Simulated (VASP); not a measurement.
# Bi2Se3 (R-3m) in VASP: settings compared

Bi2Se3 is run at these levels: RPBE, PBE exchange alone, LDA; tasks: single point.

All numbers are computed with VASP 6.6.1; they aren't measurements. Logs are shortened: lines on timing, memory, paths and dates and some standing lists are left out, and cuts for length are marked.

## (1) The cell of the first run

The structure is trigonal, space group R-3m (No. 166). Conventional cell: a = 4.143 Å, b = 4.143 Å, c = 28.636 Å, α = 90.00°, β = 90.00°, γ = 120.00°. Bi (site symmetry 3m) has 6 Se at 2.85 to 3.07 Å within 3.8 Å. Within 3.8 Å of Se (site symmetry 3m) lie 3 Bi at 2.85 Å and 3 Se at 3.52 Å. Within 4.3 Å of Se (site symmetry -3m) lie 6 Bi at 3.07 Å and 12 Se at 4.14 to 4.23 Å.

## (2) Single point, RPBE

Contents of INCAR:

```
SYSTEM = Bi2Se3
PREC = Accurate
ENCUT = 520
EDIFF = 1E-6
ISMEAR = -1
SIGMA = 0.05
LREAL = .False.
LASPH = .True.
NELM = 60
ALGO = Normal
ISIF = 2
LWAVE = .False.
LCHARG = .False.
GGA = RP
NBANDS = 32
```

Contents of KPOINTS:

```
Automatic mesh
0
Gamma
  8 8 8
  0 0 0
```

Contents of POSCAR:

```
Bi2Se3
1.0
    2.0715000000      1.1959810826      9.5453333333
   -2.0715000000      1.1959810826      9.5453333333
    0.0000000000     -2.3919621653      9.5453333333
Bi Se
2 3
Direct
    0.5992000000      0.5992000000      0.5992000000
    0.4008000000      0.4008000000      0.4008000000
    0.7883000000      0.7883000000      0.7883000000
    0.2117000000      0.2117000000      0.2117000000
    0.0000000000      0.0000000000      0.0000000000
```

Potentials or basis: VASP PAW PBE potentials, release 64 (Bi_d, Se).

Run with:

```sh
$ cat potpaw_PBE.64/Bi_d/POTCAR potpaw_PBE.64/Se/POTCAR > POTCAR
$ mpirun -np 1 vasp_std > vasp.out
```

OUTCAR:

```text
SYSTEM = Bi2Se3
   PREC = Accurate
   ENCUT = 520
   EDIFF = 1E-6
   ISMEAR = -1
   LREAL = .False.
   LASPH = .True.
   NELM = 60
   ISIF = 2
   GGA = RP

 ion  position               nearest neighbor table
   1  0.599  0.599  0.599-   4 2.85   4 2.85   4 2.85   5 3.07   5 3.07   5 3.07
   2  0.401  0.401  0.401-   3 2.85   3 2.85   3 2.85   5 3.07   5 3.07   5 3.07
   3  0.788  0.788  0.788-   2 2.85   2 2.85   2 2.85
   4  0.212  0.212  0.212-   1 2.85   1 2.85   1 2.85
   5  0.000  0.000  0.000-   1 3.07   1 3.07   2 3.07   2 3.07   1 3.07   2 3.07

  LATTYP: Found a trigonal (rhomboedric) cell.
 ALAT       =     9.8404710987
 COS(alpha) =     0.9113725833

  Lattice vectors:

 A1 = (   2.0715000000,   1.1959810826,   9.5453333333)
 A2 = (  -2.0715000000,   1.1959810826,   9.5453333333)
 A3 = (   0.0000000000,  -2.3919621653,   9.5453333333)

Analysis of symmetry for initial positions (statically):
=====================================================================
 Subroutine PRICEL returns:
 Original cell was already a primitive cell.

 Routine SETGRP: Setting up the symmetry group for a
 trigonal (rhombohedral) supercell.

 Subroutine GETGRP returns: Found 12 space group operations
 (whereof 12 operations were pure point group operations)
 out of a pool of 12 trial point group operations.

The static configuration has the point symmetry D_3d.

Analysis of symmetry for dynamics (positions and initial velocities):
=====================================================================
 Subroutine PRICEL returns:
 Original cell was already a primitive cell.

 Routine SETGRP: Setting up the symmetry group for a
 trigonal (rhombohedral) supercell.

 Subroutine GETGRP returns: Found 12 space group operations
 (whereof 12 operations were pure point group operations)
 out of a pool of 12 trial point group operations.

The dynamic configuration has the point symmetry D_3d.

 Subroutine INISYM returns: Found 12 space group operations
 (whereof 12 operations are pure point group operations),
 and found     1 'primitive' translations

----------------------------------------------------------------------------------------

                                     Primitive cell

  volume of cell :     141.8899

  direct lattice vectors                    reciprocal lattice vectors
     2.071500000  1.195981083  9.545333333     0.241370987  0.139355604  0.034921078
    -2.071500000  1.195981083  9.545333333    -0.241370987  0.139355604  0.034921078
     0.000000000 -2.391962165  9.545333333     0.000000000 -0.278711209  0.034921078

  length of vectors
     9.840471099  9.840471099  9.840471099     0.280890405  0.280890405  0.280890405

  position of ions in fractional coordinates (direct lattice)
     0.599200000  0.599200000  0.599200000
     0.400800000  0.400800000  0.400800000
     0.788300000  0.788300000  0.788300000
     0.211700000  0.211700000  0.211700000
     0.000000000  0.000000000  0.000000000

  ion indices of the primitive-cell ions
   primitive index   ion index
                 1           1
                 2           2
                 3           3
                 4           4
                 5           5

----------------------------------------------------------------------------------------

 KPOINTS: Automatic mesh

Automatic generation of k-mesh.
 Grid dimensions read from file:
 generate k-points for:    8    8    8

 Generating k-lattice:

  Cartesian coordinates                     Fractional coordinates (reciprocal lattice)
     0.030171373  0.017419451  0.004365135     0.125000000 -0.000000000  0.000000000
    -0.030171373  0.017419451  0.004365135    -0.000000000  0.125000000  0.000000000
     0.000000000 -0.034838901  0.004365135     0.000000000  0.000000000  0.125000000

  Length of vectors
     0.035111301  0.035111301  0.035111301

  Shift w.r.t. Gamma in fractional coordinates (k-lattice)
     0.000000000  0.000000000  0.000000000

 Subroutine IBZKPT returns following result:
 ===========================================

 Found     65 irreducible k-points:

 Following reciprocal coordinates:
            Coordinates               Weight
  0.000000  0.000000  0.000000      1.000000
  0.125000  0.000000 -0.000000      6.000000
  0.250000  0.000000 -0.000000      6.000000
  0.375000 -0.000000 -0.000000      6.000000
  0.500000  0.000000 -0.000000      3.000000
  0.125000  0.125000 -0.000000      6.000000
[... 16 lines left out ...]
  0.250000  0.125000  0.125000      6.000000
  0.375000  0.125000  0.125000      6.000000
 [... further k-points ...]
   k-points           NKPTS =     65   k-points in BZ     NKDIM =     65   number of bands    NBANDS=     32
   number of dos      NEDOS =    301   number of ions     NIONS =      5
   total plane-waves  NPLWV = 512000
   dimension x,y,z NGX =    80 NGY =   80 NGZ =   80
   dimension x,y,z NGXF=   160 NGYF=  160 NGZF=  160
   ions per type =               2   3
   NGX,Y,Z   is equivalent  to a cutoff of  13.52, 13.52, 13.52 a.u.
   NGXF,Y,Z  is equivalent  to a cutoff of  27.03, 27.03, 27.03 a.u.
 SYSTEM =  Bi2Se3
   PREC   = accura    normal or accurate (medium, high low for compatibility)
   ISTART =      0    job   : 0-new  1-cont  2-samecut
   ICHARG =      2    charge: 1-file 2-atom 10-const
   ISPIN  =      1    spin polarized calculation?
   LNONCOLLINEAR =      F non collinear calculations
   LSORBIT =      F    spin-orbit coupling
   LASPH  =      T    aspherical Exc in radial PAW
   ENCUT  =  520.0 eV  38.22 Ry    6.18 a.u.  18.30 18.30 18.30*2*pi/ulx,y,z
   NELM   =     60;   NELMIN=  2; NELMDL= -5     # of ELM steps
   EDIFF  = 0.1E-05   stopping-criterion for ELM
   LREAL  =      F    real-space projection
   EDIFFG = 0.1E-04   stopping-criterion for IOM
   NSW    =      0    number of steps for IOM
   IBRION =     -1    ionic relax: 0-MD 1-quasi-New 2-CG
   NFREE  =      0    steps in history (QN), initial steepest desc. (CG)
   ISIF   =      2    stress and relaxation
   ISYM   =      2    0-nonsym 1-usesym 2-fastsym
   POTIM  = 0.5000    time-step for ionic-motion
   TEBEG  =    0.0;   TEEND  =   0.0 temperature during run
   PSTRESS=    0.0 pullay stress
   NELECT =      48.0000    total number of electrons
   NUPDOWN=      -1.0000    fix difference up-down
   EMIN   =  10.00;   EMAX   =-10.00  energy-range for DOS
   EFERMI =   0.00;   METHOD = LEGACY
   ISMEAR =    -1;   SIGMA  =   0.05  broadening in eV -4-tet -1-fermi 0-gaus
   EFERMI_NEDOS =   21; number of points for ismear=-14 and -15
   IALGO  =     38    algorithm
   IMIX   =      4    mixing-type and parameters
     AMIX     =   0.40;   BMIX     =  1.00
     AMIX_MAG =   1.60;   BMIX_MAG =  1.00
  volume/ion in A,a.u.               =      28.38       191.50
  Fermi-wavevector in a.u.,A,eV,Ry     =   1.140700  2.155610 17.703848  1.301196
  Thomas-Fermi vector in A             =   2.277401
   LORBIT       =      0    0 simple, 1 ext, 2 COOP (PROOUT), +10 PAW based schemes
   GGA     = RP    functional components
   LHFCALC =     F    Hartree Fock is set to
   AEXX    =    0.0000 exact exchange contribution
   IVDW    =     0    specifies the selected vdW correction
   LEPSILON=     F    determine dielectric tensor
   LRPA    =     F    only Hartree local field effects (RPA)
 non-spin polarized calculation
  energy-cutoff  :      520.00
  volume of cell :      141.89
 maximum number of plane-waves:      3857
 NGX is ok and might be reduce to    80
   NGX = 37   NGY = 37   NGZ = 37

 number of electron      47.9999997 magnetization

 Free energy of the ion-electron system (eV)
  ---------------------------------------------------
  ext. energy  EPLUGINS =         0.00000000
  ---------------------------------------------------
  free energy    TOTEN  =       -18.36784603 eV

  energy without entropy =      -18.36771331  energy(sigma->0) =      -18.36777967

 E-fermi :   5.2261     XC(G=0):  -9.3496

 val. band max:        5.0796263922   @ k =   0.0000   0.0000   0.0000
 cond. band min:       5.3696750130   @ k =   0.0000   0.0000   0.0000
 fundamental gap:      0.2900486208
 Fermi energy:         5.2260762406

 k-point     1 :       0.0000    0.0000    0.0000
  band No.  band energies     occupation
      1     -18.1213      2.00000
      2     -18.1213      2.00000
      3     -18.1198      2.00000
      4     -18.1198      2.00000
      5     -18.1176      2.00000
      6     -18.1150      2.00000
[... 24 lines left out ...]
     31      10.9636      0.00000
     32      12.1027      0.00000

 k-point     2 :       0.1250    0.0000   -0.0000
  band No.  band energies     occupation
      1     -18.1233      2.00000
      2     -18.1215      2.00000
      3     -18.1175      2.00000
      4     -18.1160      2.00000
      5     -18.1151      2.00000
      6     -18.1126      2.00000
[... 24 lines left out ...]
     31      10.6201      0.00000
     32      11.2104      0.00000

 k-point     3 :       0.2500    0.0000   -0.0000
  band No.  band energies     occupation
      1     -18.1294      2.00000
      2     -18.1266      2.00000
      3     -18.1134      2.00000
      4     -18.1094      2.00000
      5     -18.1089      2.00000
      6     -18.1078      2.00000
[... 24 lines left out ...]
     31       9.7382      0.00000
     32      11.4040      0.00000

 k-point     4 :       0.3750   -0.0000   -0.0000
  band No.  band energies     occupation
      1     -18.1367      2.00000
      2     -18.1325      2.00000
      3     -18.1174      2.00000
      4     -18.1124      2.00000
      5     -18.1088      2.00000
      6     -18.1046      2.00000
[... 654 lines left out ...]
     31      10.9655      0.00000
     32      12.0153      0.00000

 k-point    23 :       0.2500    0.1250    0.1250
  band No.  band energies     occupation
      1     -18.1232      2.00000
      2     -18.1215      2.00000
      3     -18.1175      2.00000
      4     -18.1160      2.00000
      5     -18.1150      2.00000
      6     -18.1127      2.00000
[... 24 lines left out ...]
     31      10.5813      0.00000
     32      11.3893      0.00000

 k-point    24 :       0.3750    0.1250    0.1250
  band No.  band energies     occupation
      1     -18.1294      2.00000
      2     -18.1266      2.00000
      3     -18.1134      2.00000
      4     -18.1094      2.00000
      5     -18.1089      2.00000
      6     -18.1078      2.00000
[... 24 lines left out ...]
     31       9.8132      0.00000
     32      11.4759      0.00000

 [... further k-points ...]

------------------------ aborting loop because EDIFF is reached ----------------------------------------

  FORCE on cell =-STRESS in cart. coord.  units (eV):
  Direction    XX          YY          ZZ          XY          YZ          ZX
  --------------------------------------------------------------------------------------
  -------------------------------------------------------------------------------------
  Total        3.7191707      3.7191707      3.8326592      0.0000000     -0.0000000      0.0000000
  in kB       41.9957264     41.9957264     43.2772031      0.0000000     -0.0000000      0.0000000
  external PRESSURE =      42.4228853 kB  Pullay stress =       0.0000000 kB

 VOLUME and BASIS-vectors are now :
 -----------------------------------------------------------------------------
  energy-cutoff  :      520.00
  volume of cell :      141.89
      direct lattice vectors                 reciprocal lattice vectors
     2.071500000  1.195981083  9.545333333     0.241370987  0.139355604  0.034921078
    -2.071500000  1.195981083  9.545333333    -0.241370987  0.139355604  0.034921078
     0.000000000 -2.391962165  9.545333333     0.000000000 -0.278711209  0.034921078

 POSITION                                       TOTAL-FORCE (eV/Angst)
 -----------------------------------------------------------------------------------
      0.00000     -0.00000     17.15869         0.000000     -0.000000      0.169791
      0.00000     -0.00000     11.47731         0.000000      0.000000     -0.169791
      0.00000     -0.00000     22.57376         0.000000     -0.000000      0.168837
      0.00000     -0.00000      6.06224         0.000000      0.000000     -0.168837
      0.00000      0.00000      0.00000        -0.000000     -0.000000     -0.000000
 -----------------------------------------------------------------------------------
    total drift:                                0.000000      0.000000     -0.000000

  FREE ENERGIE OF THE ION-ELECTRON SYSTEM (eV)
  ---------------------------------------------------
  free  energy   TOTEN  =       -18.3678460312 eV

  energy  without entropy=      -18.3677133101  energy(sigma->0) =      -18.36777967
```

It took 15 min on 1 thread of AMD EPYC 9R45 (Zen 5), shared host; peak memory 0.98 GiB.

What came out:

- Free energy: -18.3678 eV
- Pressure: 4.2 GPa
- Largest force: 0.170 eV/Å
- Band gap on the k mesh: 0.29 eV

Forces on the atoms (eV/Å):
```
Bi   0.000  0.000  0.170
Bi   0.000  0.000 -0.170
Se   0.000  0.000  0.169
Se   0.000  0.000 -0.169
Se   0.000  0.000  0.000
```

Stress tensor (GPa, compression positive):
```
4.20 0.00 0.00
0.00 4.20 0.00
0.00 0.00 4.33
```

Levels at points of the mesh, in eV from the valence-band top:
| k point | band 21 | band 22 | band 23 | band 24 | band 25 | band 26 | band 27 | band 28 |
| --- | --- | --- | --- | --- | --- | --- | --- | --- |
| (0.00, 0.00, 0.00) | -1.88 | -1.23 | -1.23 | 0.00 | 0.29 | 1.42 | 1.42 | 2.17 |
| (0.50, 0.00, 0.00) | -2.97 | -2.14 | -1.25 | -0.56 | 0.90 | 1.95 | 3.03 | 3.17 |
| (0.50, 0.50, 0.00) | -1.87 | -1.87 | -1.65 | -1.00 | 1.39 | 1.99 | 2.61 | 3.03 |
| (0.50, 0.50, 0.50) | -1.51 | -1.40 | -1.40 | -0.43 | 0.67 | 1.73 | 1.73 | 2.11 |

Caveat: the cell stands under pressure; the PAW data sets were made with another functional, which shifts forces and pressure a little; spin-orbit coupling is left out, which moves the levels of the heavy elements. A k mesh can miss the band edges.

[end of part 1 of 2]
